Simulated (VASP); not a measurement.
# Hf (P6/mmm) in VASP: further runs

The runs below take Hf through single point, with PBE.

All numbers are computed with VASP 6.6.1; they aren't measurements. Logs are shortened: lines on timing, memory, paths and dates and some standing lists are left out, and cuts for length are marked.

### Step 1. The cell of the first run

Symmetry: P6/mmm, No. 191, hexagonal system. Conventional cell: a = 4.706 Å, b = 4.706 Å, c = 2.931 Å, α = 90.00°, β = 90.00°, γ = 120.00°. Hf (site symmetry -6m2) has 11 Hf at 2.72 to 3.09 Å within 3.6 Å. Hf (site symmetry 6/mmm) has 14 Hf at 2.93 to 3.09 Å within 3.9 Å.

### Step 2. Single point, PBE (volume scaled by 0.840)

File INCAR:

```
PREC = Accurate ; ENCUT = 520
EDIFF = 1E-6 ; ISMEAR = 0
SIGMA = 0.05 ; LREAL = F
LASPH = T ; NELM = 60
ALGO = Fast ; ISIF = 2
LWAVE = F ; LCHARG = T
GGA = PE ; LELF = T
LVHAR = T ; NBANDS = 22
```

File KPOINTS:

```
regular mesh
0
Gamma
  10 10 14
```

File POSCAR:

```
Hf
1.0
    4.7058606532      0.0000000000      0.0000000000
   -2.3529303266      4.0753948724      0.0000000000
    0.0000000000      0.0000000000      2.9309614645
Hf
3
Direct
    0.6666666667      0.3333333333      0.5000000000
    0.3333333333      0.6666666667      0.5000000000
    0.0000000000      0.0000000000      0.0000000000
```

Potentials or basis: VASP PAW PBE potentials, release 64 (Hf_pv).

Started as:

```
> cat potpaw_PBE.64/Hf_pv/POTCAR > POTCAR
> mpirun -np 1 vasp_std > vasp.out
```

OUTCAR:

```text
PREC = Accurate
   ENCUT = 520
   EDIFF = 1E-6
   ISMEAR = 0
   LREAL = F
   LASPH = T
   NELM = 60
   ISIF = 2
   GGA = PE

 ion  position               nearest neighbor table
   1  0.667  0.333  0.500-   2 2.72   2 2.72   2 2.72   3 3.09   3 3.09   3 3.09   3 3.09   3 3.09
                             3 3.09
   2  0.333  0.667  0.500-   1 2.72   1 2.72   1 2.72   3 3.09   3 3.09   3 3.09   3 3.09   3 3.09
                             3 3.09
   3  0.000  0.000  0.000-   1 3.09   2 3.09   1 3.09   2 3.09   1 3.09   1 3.09   2 3.09   2 3.09
                             1 3.09   1 3.09   2 3.09   2 3.09

  LATTYP: Found a hexagonal cell.
 ALAT       =     4.7058606532
 C/A-ratio  =     0.6228321832

  Lattice vectors:

 A1 = (   4.7058606532,   0.0000000000,   0.0000000000)
 A2 = (  -2.3529303266,   4.0753948724,   0.0000000000)
 A3 = (   0.0000000000,   0.0000000000,   2.9309614645)

Analysis of symmetry for initial positions (statically):
=====================================================================
 Subroutine PRICEL returns:
 Original cell was already a primitive cell.

 Routine SETGRP: Setting up the symmetry group for a
 hexagonal supercell.

 Subroutine GETGRP returns: Found 24 space group operations
 (whereof 24 operations were pure point group operations)
 out of a pool of 24 trial point group operations.

The static configuration has the point symmetry D_6h.

Analysis of symmetry for dynamics (positions and initial velocities):
=====================================================================
 Subroutine PRICEL returns:
 Original cell was already a primitive cell.

 Routine SETGRP: Setting up the symmetry group for a
 hexagonal supercell.

 Subroutine GETGRP returns: Found 24 space group operations
 (whereof 24 operations were pure point group operations)
 out of a pool of 24 trial point group operations.

The dynamic configuration has the point symmetry D_6h.

 Subroutine INISYM returns: Found 24 space group operations
 (whereof 24 operations are pure point group operations),
 and found     1 'primitive' translations

----------------------------------------------------------------------------------------

                                     Primitive cell

  volume of cell :      56.2107

  direct lattice vectors                    reciprocal lattice vectors
     4.705860653  0.000000000  0.000000000     0.212500980  0.122687498  0.000000000
    -2.352930327  4.075394872  0.000000000     0.000000000  0.245374996  0.000000000
     0.000000000  0.000000000  2.930961465     0.000000000  0.000000000  0.341184970

  length of vectors
     4.705860653  4.705860653  2.930961465     0.245374996  0.245374996  0.341184970

  position of ions in fractional coordinates (direct lattice)
     0.666666667  0.333333333  0.500000000
     0.333333333  0.666666667  0.500000000
     0.000000000  0.000000000  0.000000000

  ion indices of the primitive-cell ions
   primitive index   ion index
                 1           1
                 2           2
                 3           3

----------------------------------------------------------------------------------------

 KPOINTS: regular mesh

Automatic generation of k-mesh.
 Grid dimensions read from file:
 generate k-points for:   10   10   14

 Generating k-lattice:

  Cartesian coordinates                     Fractional coordinates (reciprocal lattice)
     0.021250098  0.012268750  0.000000000     0.100000000  0.000000000  0.000000000
     0.000000000  0.024537500  0.000000000     0.000000000  0.100000000  0.000000000
     0.000000000  0.000000000  0.024370355     0.000000000  0.000000000  0.071428571

  Length of vectors
     0.024537500  0.024537500  0.024370355

  Shift w.r.t. Gamma in fractional coordinates (k-lattice)
     0.000000000  0.000000000  0.000000000

 Subroutine IBZKPT returns following result:
 ===========================================

 Found    112 irreducible k-points:

 Following reciprocal coordinates:
            Coordinates               Weight
  0.000000  0.000000  0.000000      1.000000
  0.100000  0.000000  0.000000      6.000000
  0.200000  0.000000  0.000000      6.000000
  0.300000  0.000000  0.000000      6.000000
  0.400000 -0.000000  0.000000      6.000000
  0.500000  0.000000  0.000000      3.000000
[... 16 lines left out ...]
  0.300000  0.100000  0.071429     24.000000
  0.400000  0.100000  0.071429     24.000000
 [... further k-points ...]
   k-points           NKPTS =    112   k-points in BZ     NKDIM =    112   number of bands    NBANDS=     22
   number of dos      NEDOS =    301   number of ions     NIONS =      3
   total plane-waves  NPLWV =  31104
   dimension x,y,z NGX =    36 NGY =   36 NGZ =   24
   dimension x,y,z NGXF=    72 NGYF=   72 NGZF=   48
   ions per type =               3
   NGX,Y,Z   is equivalent  to a cutoff of  12.72, 12.72, 13.61 a.u.
   NGXF,Y,Z  is equivalent  to a cutoff of  25.44, 25.44, 27.23 a.u.
 SYSTEM =  unknown system
   PREC   = accura    normal or accurate (medium, high low for compatibility)
   ISTART =      0    job   : 0-new  1-cont  2-samecut
   ICHARG =      2    charge: 1-file 2-atom 10-const
   ISPIN  =      1    spin polarized calculation?
   LNONCOLLINEAR =      F non collinear calculations
   LSORBIT =      F    spin-orbit coupling
   LASPH  =      T    aspherical Exc in radial PAW
   ENCUT  =  520.0 eV  38.22 Ry    6.18 a.u.   8.75  8.75  5.45*2*pi/ulx,y,z
   NELM   =     60;   NELMIN=  2; NELMDL= -5     # of ELM steps
   EDIFF  = 0.1E-05   stopping-criterion for ELM
   LREAL  =      F    real-space projection
   EDIFFG = 0.1E-04   stopping-criterion for IOM
   NSW    =      0    number of steps for IOM
   IBRION =     -1    ionic relax: 0-MD 1-quasi-New 2-CG
   NFREE  =      0    steps in history (QN), initial steepest desc. (CG)
   ISIF   =      2    stress and relaxation
   ISYM   =      2    0-nonsym 1-usesym 2-fastsym
   POTIM  = 0.5000    time-step for ionic-motion
   TEBEG  =    0.0;   TEEND  =   0.0 temperature during run
   PSTRESS=    0.0 pullay stress
   NELECT =      30.0000    total number of electrons
   NUPDOWN=      -1.0000    fix difference up-down
   EMIN   =  10.00;   EMAX   =-10.00  energy-range for DOS
   EFERMI =   0.00;   METHOD = LEGACY
   ISMEAR =     0;   SIGMA  =   0.05  broadening in eV -4-tet -1-fermi 0-gaus
   EFERMI_NEDOS =   21; number of points for ismear=-14 and -15
   IALGO  =     68    algorithm
   IMIX   =      4    mixing-type and parameters
     AMIX     =   0.40;   BMIX     =  1.00
     AMIX_MAG =   1.60;   BMIX_MAG =  1.00
  volume/ion in A,a.u.               =      18.74       126.44
  Fermi-wavevector in a.u.,A,eV,Ry     =   1.327931  2.509426 23.992537  1.763402
  Thomas-Fermi vector in A             =   2.457207
   LORBIT       =      0    0 simple, 1 ext, 2 COOP (PROOUT), +10 PAW based schemes
   GGA     = PE    functional components
   LHFCALC =     F    Hartree Fock is set to
   AEXX    =    0.0000 exact exchange contribution
   IVDW    =     0    specifies the selected vdW correction
   LEPSILON=     F    determine dielectric tensor
   LRPA    =     F    only Hartree local field effects (RPA)
 non-spin polarized calculation
 RMM-DIIS sequential band-by-band and
 Gauss-broadening in eV      SIGMA  =   0.05
  energy-cutoff  :      520.00
  volume of cell :       56.21
 maximum number of plane-waves:      1541
 NGX is ok and might be reduce to    36
   NGX = 17   NGY = 17   NGZ = 11

 number of electron      29.9999999 magnetization

 Free energy of the ion-electron system (eV)
  ---------------------------------------------------
  ext. energy  EPLUGINS =         0.00000000
  ---------------------------------------------------
  free energy    TOTEN  =       -28.92113449 eV

  energy without entropy =      -28.91687929  energy(sigma->0) =      -28.91900689

 E-fermi :   6.0480     XC(G=0): -12.1169

 val. band max:        6.0472233232   @ k =   0.4000   0.2000   0.1429
 cond. band min:       6.0503463528   @ k =   0.2000   0.2000   0.0714
 fundamental gap:      0.0031230296
 Fermi energy:         6.0479509471

 k-point     1 :       0.0000    0.0000    0.0000
  band No.  band energies     occupation
      1     -24.5482      2.00000
      2     -24.5482      2.00000
      3     -24.4056      2.00000
      4     -24.4056      2.00000
      5     -23.7964      2.00000
      6     -23.4492      2.00000
[... 14 lines left out ...]
     21       9.2491      0.00000
     22       9.2519      0.00000

 k-point     2 :       0.1000    0.0000    0.0000
  band No.  band energies     occupation
      1     -24.6367      2.00000
      2     -24.6104      2.00000
      3     -24.3107      2.00000
      4     -24.2980      2.00000
      5     -23.7870      2.00000
      6     -23.4533      2.00000
[... 14 lines left out ...]
     21       8.7562      0.00000
     22       9.8745      0.00000

 k-point     3 :       0.2000    0.0000    0.0000
  band No.  band energies     occupation
      1     -24.7543      2.00000
      2     -24.6495      2.00000
      3     -24.1756      2.00000
      4     -24.1385      2.00000
      5     -23.7608      2.00000
      6     -23.4661      2.00000
[... 14 lines left out ...]
     21       8.9483      0.00000
     22      10.5646      0.00000
[... 476 lines left out ...]
 k-point    23 :       0.3000    0.1000    0.0714
  band No.  band energies     occupation
      1     -24.8439      2.00000
      2     -24.5879      2.00000
      3     -24.1141      2.00000
      4     -23.9552      2.00000
      5     -23.7546      2.00000
      6     -23.6475      2.00000
[... 14 lines left out ...]
     21       9.9910      0.00000
     22      10.5118      0.00000

 k-point    24 :       0.4000    0.1000    0.0714
  band No.  band energies     occupation
      1     -24.8802      2.00000
      2     -24.4465      2.00000
      3     -24.2647      2.00000
      4     -23.9140      2.00000
      5     -23.7100      2.00000
      6     -23.6543      2.00000
[... 14 lines left out ...]
     21       9.6567      0.00000
     22      10.8818      0.00000

 [... further k-points ...]

------------------------ aborting loop because EDIFF is reached ----------------------------------------

  FORCE on cell =-STRESS in cart. coord.  units (eV):
  Direction    XX          YY          ZZ          XY          YZ          ZX
  --------------------------------------------------------------------------------------
  -------------------------------------------------------------------------------------
  Total        8.7294088      8.7294088      8.8468568      0.0000000     -0.0000000      0.0000000
  in kB      248.8149927    248.8149928    252.1626220      0.0000000     -0.0000000      0.0000000
  external PRESSURE =     249.9308692 kB  Pullay stress =       0.0000000 kB

 VOLUME and BASIS-vectors are now :
 -----------------------------------------------------------------------------
  energy-cutoff  :      520.00
  volume of cell :       56.21
      direct lattice vectors                 reciprocal lattice vectors
     4.705860653  0.000000000  0.000000000     0.212500980  0.122687498  0.000000000
    -2.352930327  4.075394872  0.000000000     0.000000000  0.245374996  0.000000000
     0.000000000  0.000000000  2.930961465     0.000000000  0.000000000  0.341184970

 POSITION                                       TOTAL-FORCE (eV/Angst)
 -----------------------------------------------------------------------------------
      2.35293      1.35846      1.46548         0.000000      0.000000      0.000000
     -0.00000      2.71693      1.46548        -0.000000     -0.000000     -0.000000
      0.00000      0.00000      0.00000         0.000000      0.000000      0.000000
 -----------------------------------------------------------------------------------
    total drift:                                0.000000      0.000000     -0.000000

  FREE ENERGIE OF THE ION-ELECTRON SYSTEM (eV)
  ---------------------------------------------------
  free  energy   TOTEN  =       -28.9211344860 eV

  energy  without entropy=      -28.9168792944  energy(sigma->0) =      -28.91900689
```

Run time: 1.9 min. Hardware: 1 thread of Intel Xeon Platinum 8488C (Sapphire Rapids), shared host; peak memory 0.24 GiB.

Results:

| Item | Value |
| --- | --- |
| Free energy | -28.9211 eV |
| Pressure | 25.0 GPa |
| Band gap on the k mesh | zero (band 15 reaches 6.54 eV, above the bottom of band 16 at 5.49 eV) |

Caveat: the cell differs from its parent crystal (volume scaled by 0.840); spin-orbit coupling is left out, which moves the levels of the heavy elements.

### Step 3. Single point, PBE

This run uses another cell than the first one, of 22.31 Å³/atom, 1.190 times its volume.

File INCAR:

```
SYSTEM = Hf
PREC = Accurate ; ENCUT = 520
EDIFF = 1E-7 ; ISMEAR = 0
SIGMA = 0.05 ; LREAL = .FALSE.
LASPH = .TRUE. ; NELM = 60
ALGO = Fast ; ISIF = 2
LWAVE = .FALSE. ; LCHARG = .FALSE.
GGA = PE ; NBANDS = 22
```

File KPOINTS:

```
Automatic mesh
0
G
  10 10 12
  0 0 0
```

File POSCAR:

```
Hf
1.0
    4.9936386907      0.0000000000      0.0000000000
   -2.4968193453      4.3246179634      0.0000000000
    0.0000000000      0.0000000000      3.0986656364
Hf
3
Direct
    0.6666666667      0.3333333333      0.5000000000
    0.3333333333      0.6666666667      0.5000000000
    0.0000000000      0.0000000000      0.0000000000
```

Potentials or basis: VASP PAW PBE potentials, release 64 (Hf_pv).

Started as:

```
> cat potpaw_PBE.64/Hf_pv/POTCAR > POTCAR
> mpirun -np 1 vasp_std > vasp.out
```

Wall time 3.9 min (1 thread of Intel Xeon Platinum 8488C (Sapphire Rapids), shared host); peak memory 0.26 GiB.

Results (log left out):

```
Free energy            : -29.6449 eV
Pressure               : -0.4 GPa
Band gap on the k mesh : zero (band 15 reaches 5.11 eV, above the bottom of band 16 at 4.14 eV)
```

Stress tensor (GPa, compression positive):
```
-0.50  0.00  0.00
 0.00 -0.50  0.00
 0.00  0.00 -0.32
```

Levels at points of the mesh, in eV from the Fermi level:
```csv
k point,band 11,band 12,band 13,band 14,band 15,band 16,band 17,band 18,band 19,band 20
"(0.00, 0.00, 0.00)",-2.44,-0.63,-0.63,-0.61,-0.60,-0.60,1.11,2.14,2.14,2.89
"(0.50, 0.00, 0.00)",-4.48,-3.48,-0.42,-0.37,-0.32,0.21,0.87,1.03,1.62,3.00
"(0.00, 0.00, 0.50)",-2.45,-2.45,-2.18,-1.84,-1.84,1.39,1.39,2.01,2.01,5.16
"(0.50, 0.00, 0.50)",-2.92,-1.95,-1.35,-0.73,-0.69,0.47,0.62,1.12,1.65,3.39
```

Caveat: spin-orbit coupling is left out, which moves the levels of the heavy elements.

### Step 4. Single point, PBE (volume scaled by 0.880)

File INCAR:

```
  PREC = Accurate
  ENCUT = 520
  EDIFF = 1E-6
  ISMEAR = 0
  SIGMA = 0.05
  LREAL = F
  LASPH = T
  NELM = 80
  ALGO = Fast
  ISIF = 2
  LWAVE = F
  LCHARG = T
  GGA = PE
  LELF = T
  LVHAR = T
  NBANDS = 22
```

File KPOINTS:

```
Automatic mesh
0
Gamma
  10 10 14
```

File POSCAR:

```
Hf
1.0
    4.7804381659      0.0000000000      0.0000000000
   -2.3902190829      4.1399808929      0.0000000000
    0.0000000000      0.0000000000      2.9754743477
Hf
3
Direct
    0.6666666667      0.3333333333      0.5000000000
    0.3333333333      0.6666666667      0.5000000000
    0.0000000000      0.0000000000      0.0000000000
```

Started as:

```
> cat potpaw_PBE.64/Hf_pv/POTCAR > POTCAR
> mpirun -np 1 vasp_std > vasp.out
```

Run time: 2.4 min. Hardware: 1 thread of Intel Xeon Platinum 8488C (Sapphire Rapids), shared host; peak memory 0.25 GiB.

Results (log left out):

* Free energy: -29.2688 eV
* Pressure: 16.8 GPa
* Band gap on the k mesh: zero (band 15 reaches 6.13 eV, above the bottom of band 16 at 5.10 eV)

Stress tensor (GPa, compression positive):
```
16.73  0.00  0.00
 0.00 16.73  0.00
 0.00  0.00 17.02
```

Levels at points of the mesh, in eV from the Fermi level:
| k point | band 12 | band 13 | band 14 | band 15 | band 16 | band 17 | band 18 | band 19 |
| --- | --- | --- | --- | --- | --- | --- | --- | --- |
| (0.00, 0.00, 0.00) | -0.63 | -0.62 | -0.62 | -0.59 | -0.59 | 1.17 | 2.29 | 2.29 |
| (0.50, 0.00, 0.00) | -3.94 | -0.66 | -0.62 | -0.49 | 0.07 | 0.92 | 1.57 | 1.60 |
| (0.00, 0.00, 0.50) | -3.06 | -2.26 | -2.26 | -2.12 | 1.46 | 1.46 | 2.32 | 2.32 |
| (0.50, 0.00, 0.50) | -2.40 | -1.75 | -0.93 | -0.70 | 0.47 | 0.97 | 1.17 | 1.95 |

Caveat: the cell differs from its parent crystal (volume scaled by 0.880); spin-orbit coupling is left out, which moves the levels of the heavy elements.

### Step 5. Summary

| cell | k mesh | further INCAR settings | gap on the mesh (eV) | pressure (GPa) |
| --- | --- | --- | --- | --- |
| a = 4.706, b = 4.706, c = 2.931 Å, angles 90.0, 90.0, 120.0°, 3 atoms | 10 × 10 × 14 | ALGO = Fast; EDIFF = 1e-06; NBANDS = 22 | none | 25.0 |
| a = 4.994, b = 4.994, c = 3.099 Å, angles 90.0, 90.0, 120.0°, 3 atoms | 10 × 10 × 12 | ALGO = Fast; EDIFF = 1e-07; NBANDS = 22 | none | -0.4 |
| a = 4.780, b = 4.780, c = 2.975 Å, angles 90.0, 90.0, 120.0°, 3 atoms | 10 × 10 × 14 | ALGO = Fast; EDIFF = 1e-06; NBANDS = 22 | none | 16.8 |

Alike in all rows: task single point; level PBE; potentials or basis VASP PAW PBE potentials, release 64 (Hf_pv); no spin polarisation; cutoff (eV) 520; smearing gaussian 0.05 eV.

Caveats: spin-orbit coupling is left out, which moves the levels of the heavy elements.

Absolute energies hang on the potentials; compare differences alone.
